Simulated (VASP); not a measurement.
Write the native input for VASP 6.6.1 that does the following.

```
Task                   : single point
Functional             : r2SCAN
Dispersion             : D3(BJ)
Potentials or basis    : VASP PAW PBE potentials, release 64 (C, H)
Cutoff                 : 580 eV
k mesh                 : 1 × 1 × 1
Occupations            : fermi-dirac, width 0.02 eV
Spin                   : no spin polarisation
Dipole correction      : no
Further INCAR settings : LREAL = Auto; ALGO = Normal; EDIFF = 1e-06; NBANDS = 58
```

H4C:

```
C H
1.0
     7.38766    0.00000    0.00000
     0.00000    7.38766    0.00000
     0.00000    0.00000    7.38766
C H
8 32
Cartesian
  3.3257 1.9372 5.3809
  5.6768 3.4978 0.7210
  -0.1443 -0.0145 7.3710
  4.6421 5.9751 5.4945
  1.6026 4.4335 -0.4517
  2.0708 1.9463 1.8699
  3.3640 6.0582 2.3408
  6.7297 2.5702 4.0483
  2.5695 1.6460 4.6557
  3.4677 3.0135 5.3346
  4.2583 1.4303 5.1551
  2.9978 1.6620 6.3806
  6.0325 4.4135 1.1884
  4.7085 3.2295 1.1330
  6.3871 2.7014 0.9224
  5.5900 3.6485 -0.3524
  -0.4205 -0.9824 6.9702
  -1.0366 0.5955 7.4886
  0.5460 0.4753 6.6853
  0.3421 -0.1449 8.3342
  5.3549 6.7290 5.1642
  4.7345 5.8353 6.5692
  4.8493 5.0377 4.9845
  3.6335 6.3039 5.2538
  1.6290 5.2279 -1.1957
  2.6171 4.1517 -0.1881
  1.0805 3.5705 -0.8605
  1.0843 4.7856 0.4356
  2.3896 2.8213 2.4314
  1.6980 1.1901 2.5549
  2.9102 1.5376 1.3137
  1.2832 2.2290 1.1792
  3.6167 6.9751 2.8656
  2.6048 5.5153 2.9032
  4.2531 5.4379 2.2514
  2.9826 6.2958 1.3520
  7.5346 3.3025 4.1226
  6.6343 2.0340 4.9937
  6.9544 1.8662 3.2498
  5.7925 3.0756 3.8205
```

The input as run:

POSCAR

```
H4C
1.0
    7.3876590000      0.0000000000      0.0000000000
    0.0000000000      7.3876590000      0.0000000000
    0.0000000000      0.0000000000      7.3876590000
C H
8 32
Direct
    0.4501712544      0.2622204753      0.7283677045
    0.7684213726      0.4734601002      0.0975923295
   -0.0195352821     -0.0019641041      0.9977429956
    0.6283636770      0.8088007809      0.7437432180
    0.2169309537      0.6001285130     -0.0611434028
    0.2803000046      0.2634494044      0.2531168069
    0.4553474244      0.8200493187      0.3168466934
    0.9109370181      0.3478977660      0.5479777852
    0.3478156534      0.2227987563      0.6301939537
    0.4693929105      0.4079098752      0.7220941233
    0.5764110833      0.1936058955      0.6978036662
    0.4057785183      0.2249737077      0.8636804147
    0.8165600216      0.5974155876      0.1608582582
    0.6373414629      0.4371494832      0.1533608719
    0.8645617279      0.3656665670      0.1248632754
    0.7566733302      0.4938676847     -0.0477016877
   -0.0569251315     -0.1329851658      0.9434890717
   -0.1403200002      0.0806104184      1.0136619547
    0.0739015032      0.0643340384      0.9049325694
    0.0463122645     -0.0196120568      1.1281233072
    0.7248496553      0.9108489782      0.6990255775
    0.6408633220      0.7898755233      0.8892176718
    0.6564036265      0.6819016783      0.6747091028
    0.4918361676      0.8532981999      0.7111551923
    0.2204964598      0.7076551871     -0.1618529040
    0.3542483269      0.5619729372     -0.0254600507
    0.1462512294      0.4833102067     -0.1164775218
    0.1467684250      0.6477823176      0.0589682003
    0.3234562697      0.3819002516      0.3291144195
    0.2298434603      0.1610931988      0.3458294595
    0.3939288156      0.2081257480      0.1778253949
    0.1736887524      0.3017178025      0.1596239508
    0.4895627113      0.9441602439      0.3878906959
    0.3525937325      0.7465515763      0.3929737366
    0.5756992476      0.7360855226      0.3047487402
    0.4037215041      0.8522024562      0.1830142191
    1.0198927983      0.4470322302      0.5580329004
    0.8980296380      0.2753232990      0.6759564282
    0.9413538971      0.2526074275      0.4398944112
    0.7840819941      0.4163104689      0.5171520664
```

INCAR.step1

```
ALGO = Normal
EDIFF = 1E-5
ENCUT = 580
GGA = PE
GGA_COMPAT = False
ISMEAR = -1
LASPH = True
LCHARG = False
LREAL = Auto
LWAVE = True
NBANDS = 58
NELM = 120
PREC = Accurate
SIGMA = 0.02
```

INCAR.step2

```
ALGO = Normal
EDIFF = 1E-6
ENCUT = 580
GGA_COMPAT = False
ISIF = 2
ISMEAR = -1
ISTART = 1
IVDW = 12
LASPH = True
LCHARG = False
LMIXTAU = True
LREAL = Auto
LWAVE = False
METAGGA = R2SCAN
NBANDS = 58
NELM = 120
PREC = Accurate
SIGMA = 0.02
VDW_A1 = 0.49484001
VDW_A2 = 5.73083694
VDW_S6 = 1.0
VDW_S8 = 0.78981345
```

KPOINTS

```
k-points
0
Gamma
  1 1 1
```

Potentials or basis: VASP PAW PBE potentials, release 64 (C, H).

Run with:

```console
$ cat potpaw_PBE.64/C/POTCAR potpaw_PBE.64/H/POTCAR > POTCAR
$ cp INCAR.step1 INCAR
$ mpirun -np 1 vasp_gam > vasp.out
$ cp INCAR.step2 INCAR
$ mpirun -np 1 vasp_gam > vasp.out
```

Results of the run:

The pressure is 0.5 GPa. The largest force is 0.067 eV/Å, the band gap on the k mesh is 8.04 eV and the dispersion energy per atom is -0.017 eV.

Caveat: the k points lie up to 0.85 Å⁻¹ apart, too coarse for converged energies, forces and pressures; the PAW data sets were made with another functional, which shifts forces and pressure a little.

It took 3.5 min on 1 thread of Intel(R) Xeon(R) Platinum 8488C (Sapphire Rapids), on a shared host, peak memory 0.52 GiB.
